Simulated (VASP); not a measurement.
LiH:

```
Li H
1.0
     0.00000    2.00299    1.99298
     2.00299    0.00000    1.99298
     2.00299    2.00299    0.00000
Li H
1 1
Direct
  0.00000 0.00000 0.00000
  0.50000 0.50000 0.50000
```

This cell differs from its parent crystal: uniaxial z strain -0.5%.

Base run:

```yaml
Program: VASP 6.6.1
Functional: HSE06
Potentials_or_basis: VASP PAW PBE potentials, release 64 (Li_sv, H)
Cutoff: 520 eV
k_mesh: 8 × 8 × 8
Occupations: gaussian, width 0.01 eV
Spin: no spin polarisation
```

Its results: band gap on the k mesh 3.91 eV (least direct gap 3.96 eV).

Question: The run is repeated on the same cell with these changes: functional from HSE06 to PBE; k mesh from 8 × 8 × 8 to 6 × 6 × 6. What comes out?

Answer: Band gap on the k mesh 2.92 eV (least direct gap 2.96 eV).

Several settings changed at once.

Caveats: some runs use coarse meshes.

A k mesh can miss the band edges.
